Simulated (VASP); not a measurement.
# Rb4Br3 (Pm-3m) in VASP: notebook

The runs below take Rb4Br3 through single point, with PBE.

Program: VASP 6.6.1. These are calculated values, not measurements. Logs are shortened: lines on timing, memory, paths and dates and some standing lists are left out, and cuts for length are marked.

## (1) The cell of the first run

Symmetry: Pm-3m, No. 221, cubic system. Conventional cell: a = 7.285 Å, b = 7.285 Å, c = 7.285 Å, α = 90.00°, β = 90.00°, γ = 90.00°. Within 4.8 Å of Rb (site symmetry 4/mmm) lie 2 Rb at 3.64 Å and 4 Br at 3.64 Å. Within 4.8 Å of Rb (site symmetry m-3m) lie 6 Rb at 3.64 Å. Within 4.8 Å of Br (site symmetry 4/mmm) lie 4 Rb at 3.64 Å.

## (2) Single point, PBE

The input, INCAR:

```
SYSTEM = Rb4Br3
  PREC = Accurate
  ENCUT = 520
  EDIFF = 1E-6
  ISMEAR = 0
  SIGMA = 0.1
  LREAL = .False.
  LASPH = .True.
  NELM = 60
  ALGO = Normal
  ISIF = 2
  LWAVE = .False.
  LCHARG = .True.
  GGA = PE
  LELF = .True.
  LVHAR = .True.
  NBANDS = 38
```

The input, KPOINTS:

```
Automatic mesh
0
Gamma
  2 2 2
  0 0 0
```

The input, POSCAR:

```
Rb4Br3
1.0
    7.2853733534      0.0000000000      0.0000000000
    0.0000000000      7.2853733534      0.0000000000
    0.0000000000      0.0000000000      7.2853733534
Rb Br
4 3
Direct
    0.5000000000      0.0000000000      0.0000000000
    0.0000000000      0.5000000000      0.0000000000
    0.0000000000      0.0000000000      0.5000000000
    0.0000000000      0.0000000000      0.0000000000
    0.0000000000      0.5000000000      0.5000000000
    0.5000000000      0.0000000000      0.5000000000
    0.5000000000      0.5000000000      0.0000000000
```

Potentials or basis: VASP PAW PBE potentials, release 64 (Rb_sv, Br).

Run with:

```sh
> cat potpaw_PBE.64/Rb_sv/POTCAR potpaw_PBE.64/Br/POTCAR > POTCAR
> mpirun -np 1 vasp_std > vasp.out
```

OUTCAR:

```text
SYSTEM = Rb4Br3
   PREC = Accurate
   ENCUT = 520
   EDIFF = 1E-6
   ISMEAR = 0
   LREAL = .False.
   LASPH = .True.
   NELM = 60
   ISIF = 2
   GGA = PE

 ion  position               nearest neighbor table
   1  0.500  0.000  0.000-   4 3.64   6 3.64   7 3.64   6 3.64   7 3.64   4 3.64   3 5.15   2 5.15
                             2 5.15   2 5.15   3 5.15   3 5.15   3 5.15   2 5.15
   2  0.000  0.500  0.000-   4 3.64   5 3.64   7 3.64   5 3.64   4 3.64   7 3.64   3 5.15   1 5.15
                             3 5.15   1 5.15   3 5.15   1 5.15   3 5.15   1 5.15
   3  0.000  0.000  0.500-   4 3.64   5 3.64   6 3.64   4 3.64   5 3.64   6 3.64   2 5.15   2 5.15
                             2 5.15   1 5.15   2 5.15   1 5.15   1 5.15   1 5.15
   4  0.000  0.000  0.000-   1 3.64   2 3.64   3 3.64   3 3.64   2 3.64   1 3.64
   5  0.000  0.500  0.500-   2 3.64   3 3.64   2 3.64   3 3.64
   6  0.500  0.000  0.500-   1 3.64   3 3.64   1 3.64   3 3.64
   7  0.500  0.500  0.000-   1 3.64   2 3.64   1 3.64   2 3.64

  LATTYP: Found a simple cubic cell.
 ALAT       =     7.2853733534

  Lattice vectors:

 A1 = (   7.2853733534,   0.0000000000,   0.0000000000)
 A2 = (   0.0000000000,   7.2853733534,   0.0000000000)
 A3 = (   0.0000000000,   0.0000000000,   7.2853733534)

Analysis of symmetry for initial positions (statically):
=====================================================================
 Subroutine PRICEL returns:
 Original cell was already a primitive cell.

 Routine SETGRP: Setting up the symmetry group for a
 simple cubic supercell.

 Subroutine GETGRP returns: Found 48 space group operations
 (whereof 48 operations were pure point group operations)
 out of a pool of 48 trial point group operations.

The static configuration has the point symmetry O_h .

Analysis of symmetry for dynamics (positions and initial velocities):
=====================================================================
 Subroutine PRICEL returns:
 Original cell was already a primitive cell.

 Routine SETGRP: Setting up the symmetry group for a
 simple cubic supercell.

 Subroutine GETGRP returns: Found 48 space group operations
 (whereof 48 operations were pure point group operations)
 out of a pool of 48 trial point group operations.

The dynamic configuration has the point symmetry O_h .

 Subroutine INISYM returns: Found 48 space group operations
 (whereof 48 operations are pure point group operations),
 and found     1 'primitive' translations

----------------------------------------------------------------------------------------

                                     Primitive cell

  volume of cell :     386.6833

  direct lattice vectors                    reciprocal lattice vectors
     7.285373353  0.000000000  0.000000000     0.137261325  0.000000000  0.000000000
     0.000000000  7.285373353  0.000000000     0.000000000  0.137261325  0.000000000
     0.000000000  0.000000000  7.285373353     0.000000000  0.000000000  0.137261325

  length of vectors
     7.285373353  7.285373353  7.285373353     0.137261325  0.137261325  0.137261325

  position of ions in fractional coordinates (direct lattice)
     0.500000000  0.000000000  0.000000000
     0.000000000  0.500000000  0.000000000
     0.000000000  0.000000000  0.500000000
     0.000000000  0.000000000  0.000000000
     0.000000000  0.500000000  0.500000000
     0.500000000  0.000000000  0.500000000
     0.500000000  0.500000000  0.000000000

  ion indices of the primitive-cell ions
   primitive index   ion index
                 1           1
                 2           2
                 3           3
                 4           4
                 5           5
                 6           6
                 7           7

----------------------------------------------------------------------------------------

 KPOINTS: Automatic mesh

Automatic generation of k-mesh.
 Grid dimensions read from file:
 generate k-points for:    2    2    2

 Generating k-lattice:

  Cartesian coordinates                     Fractional coordinates (reciprocal lattice)
     0.068630663  0.000000000  0.000000000     0.500000000  0.000000000  0.000000000
     0.000000000  0.068630663  0.000000000     0.000000000  0.500000000  0.000000000
     0.000000000  0.000000000  0.068630663     0.000000000  0.000000000  0.500000000

  Length of vectors
     0.068630663  0.068630663  0.068630663

  Shift w.r.t. Gamma in fractional coordinates (k-lattice)
     0.000000000  0.000000000  0.000000000

 Subroutine IBZKPT returns following result:
 ===========================================

 Found      4 irreducible k-points:

 Following reciprocal coordinates:
            Coordinates               Weight
  0.000000  0.000000  0.000000      1.000000
  0.500000  0.000000  0.000000      3.000000
  0.500000  0.500000  0.000000      3.000000
  0.500000  0.500000  0.500000      1.000000
   k-points           NKPTS =      4   k-points in BZ     NKDIM =      4   number of bands    NBANDS=     38
   number of dos      NEDOS =    301   number of ions     NIONS =      7
   total plane-waves  NPLWV = 157464
   dimension x,y,z NGX =    54 NGY =   54 NGZ =   54
   dimension x,y,z NGXF=   108 NGYF=  108 NGZF=  108
   ions per type =               4   3
   NGX,Y,Z   is equivalent  to a cutoff of  12.32, 12.32, 12.32 a.u.
   NGXF,Y,Z  is equivalent  to a cutoff of  24.64, 24.64, 24.64 a.u.
 SYSTEM =  Rb4Br3
   PREC   = accura    normal or accurate (medium, high low for compatibility)
   ISTART =      0    job   : 0-new  1-cont  2-samecut
   ICHARG =      2    charge: 1-file 2-atom 10-const
   ISPIN  =      1    spin polarized calculation?
   LNONCOLLINEAR =      F non collinear calculations
   LSORBIT =      F    spin-orbit coupling
   LASPH  =      T    aspherical Exc in radial PAW
   ENCUT  =  520.0 eV  38.22 Ry    6.18 a.u.  13.55 13.55 13.55*2*pi/ulx,y,z
   NELM   =     60;   NELMIN=  2; NELMDL= -5     # of ELM steps
   EDIFF  = 0.1E-05   stopping-criterion for ELM
   LREAL  =      F    real-space projection
   EDIFFG = 0.1E-04   stopping-criterion for IOM
   NSW    =      0    number of steps for IOM
   IBRION =     -1    ionic relax: 0-MD 1-quasi-New 2-CG
   NFREE  =      0    steps in history (QN), initial steepest desc. (CG)
   ISIF   =      2    stress and relaxation
   ISYM   =      2    0-nonsym 1-usesym 2-fastsym
   POTIM  = 0.5000    time-step for ionic-motion
   TEBEG  =    0.0;   TEEND  =   0.0 temperature during run
   PSTRESS=    0.0 pullay stress
   NELECT =      57.0000    total number of electrons
   NUPDOWN=      -1.0000    fix difference up-down
   EMIN   =  10.00;   EMAX   =-10.00  energy-range for DOS
   EFERMI =   0.00;   METHOD = LEGACY
   ISMEAR =     0;   SIGMA  =   0.10  broadening in eV -4-tet -1-fermi 0-gaus
   EFERMI_NEDOS =   21; number of points for ismear=-14 and -15
   IALGO  =     38    algorithm
   IMIX   =      4    mixing-type and parameters
     AMIX     =   0.40;   BMIX     =  1.00
     AMIX_MAG =   1.60;   BMIX_MAG =  1.00
  volume/ion in A,a.u.               =      55.24       372.78
  Fermi-wavevector in a.u.,A,eV,Ry     =   0.864798  1.634231 10.175463  0.747875
  Thomas-Fermi vector in A             =   1.982947
   LORBIT       =      0    0 simple, 1 ext, 2 COOP (PROOUT), +10 PAW based schemes
   GGA     = PE    functional components
   LHFCALC =     F    Hartree Fock is set to
   AEXX    =    0.0000 exact exchange contribution
   IVDW    =     0    specifies the selected vdW correction
   LEPSILON=     F    determine dielectric tensor
   LRPA    =     F    only Hartree local field effects (RPA)
 non-spin polarized calculation
 Gauss-broadening in eV      SIGMA  =   0.10
  energy-cutoff  :      520.00
  volume of cell :      386.68
 maximum number of plane-waves:     10436
   NGX = 27   NGY = 27   NGZ = 27

 number of electron      56.9999988 magnetization

 Free energy of the ion-electron system (eV)
  ---------------------------------------------------
  ext. energy  EPLUGINS =         0.00000000
  ---------------------------------------------------
  free energy    TOTEN  =       -15.62533592 eV

  energy without entropy =      -15.62527850  energy(sigma->0) =      -15.62530721

 E-fermi :   0.2278     XC(G=0):  -6.1812

 val. band max:       -0.0291959910   @ k =   0.5000   0.0000   0.0000
 cond. band min:       0.4847136642   @ k =   0.5000   0.5000   0.0000
 fundamental gap:      0.5139096552
 Fermi energy:         0.2277588383

 k-point     1 :       0.0000    0.0000    0.0000
  band No.  band energies     occupation
      1     -30.0854      2.00000
      2     -28.3185      2.00000
      3     -28.3181      2.00000
      4     -28.3181      2.00000
      5     -14.2835      2.00000
      6     -14.2835      2.00000
[... 30 lines left out ...]
     37       3.6899      0.00000
     38       3.6899      0.00000

 k-point     2 :       0.5000    0.0000    0.0000
  band No.  band energies     occupation
      1     -30.0849      2.00000
      2     -28.3193      2.00000
      3     -28.3183      2.00000
      4     -28.3181      2.00000
      5     -14.2823      2.00000
      6     -14.2823      2.00000
[... 30 lines left out ...]
     37       3.2183      0.00000
     38       4.2775      0.00000

 k-point     3 :       0.5000    0.5000    0.0000
  band No.  band energies     occupation
      1     -30.0843      2.00000
      2     -28.3193      2.00000
      3     -28.3193      2.00000
      4     -28.3182      2.00000
      5     -14.2811      2.00000
      6     -14.1983      2.00000
[... 30 lines left out ...]
     37       3.6709      0.00000
     38       4.2648      0.00000

 k-point     4 :       0.5000    0.5000    0.5000
  band No.  band energies     occupation
      1     -30.0837      2.00000
      2     -28.3193      2.00000
      3     -28.3193      2.00000
      4     -28.3193      2.00000
      5     -14.1925      2.00000
      6     -14.1925      2.00000
[... 30 lines left out ...]
     37       3.5894      0.00000
     38       4.5070      0.00000

------------------------ aborting loop because EDIFF is reached ----------------------------------------

  FORCE on cell =-STRESS in cart. coord.  units (eV):
  Direction    XX          YY          ZZ          XY          YZ          ZX
  --------------------------------------------------------------------------------------
  -------------------------------------------------------------------------------------
  Total       -0.3291002     -0.3291002     -0.3291002     -0.0000000      0.0000000     -0.0000000
  in kB       -1.3635883     -1.3635883     -1.3635883     -0.0000000      0.0000000     -0.0000000
  external PRESSURE =      -1.3635883 kB  Pullay stress =       0.0000000 kB

 VOLUME and BASIS-vectors are now :
 -----------------------------------------------------------------------------
  energy-cutoff  :      520.00
  volume of cell :      386.68
      direct lattice vectors                 reciprocal lattice vectors
     7.285373353  0.000000000  0.000000000     0.137261325  0.000000000  0.000000000
     0.000000000  7.285373353  0.000000000     0.000000000  0.137261325  0.000000000
     0.000000000  0.000000000  7.285373353     0.000000000  0.000000000  0.137261325

 POSITION                                       TOTAL-FORCE (eV/Angst)
 -----------------------------------------------------------------------------------
      3.64269      0.00000      0.00000         0.000000      0.000000      0.000000
      0.00000      3.64269      0.00000         0.000000      0.000000      0.000000
      0.00000      0.00000      3.64269         0.000000      0.000000      0.000000
      0.00000      0.00000      0.00000         0.000000      0.000000      0.000000
      0.00000      3.64269      3.64269         0.000000      0.000000      0.000000
      3.64269      0.00000      3.64269         0.000000      0.000000      0.000000
      3.64269      3.64269      0.00000         0.000000      0.000000      0.000000
 -----------------------------------------------------------------------------------
    total drift:                                0.000000     -0.000000      0.000000

  FREE ENERGIE OF THE ION-ELECTRON SYSTEM (eV)
  ---------------------------------------------------
  free  energy   TOTEN  =       -15.6253359179 eV

  energy  without entropy=      -15.6252785033  energy(sigma->0) =      -15.62530721
```

Wall time 1.7 min (1 thread of Intel Xeon Platinum 8488C (Sapphire Rapids), shared host); peak memory 0.36 GiB.

What came out:

```
Free energy : -15.6253 eV
Pressure    : -0.1 GPa
```

Levels at points of the mesh, in eV from the Fermi level:
```tsv
k point	band 26	band 27	band 28	band 29	band 30	band 31
(0.00, 0.00, 0.00)	-2.19	-2.19	-2.19	-0.90	1.38	1.38
(0.50, 0.00, 0.00)	-2.27	-2.23	-2.23	-0.26	1.37	1.44
(0.50, 0.50, 0.00)	-2.46	-2.29	-2.09	0.26	1.66	1.66
(0.50, 0.50, 0.50)	-2.64	-2.10	-2.10	0.62	1.91	1.91
```

Caveat: the k points lie up to 0.43 Å⁻¹ apart; an odd number of electrons without spin polarisation forces a metal; a magnetic or distorted state may lie lower.

(Part 1 of 2 ends here.)
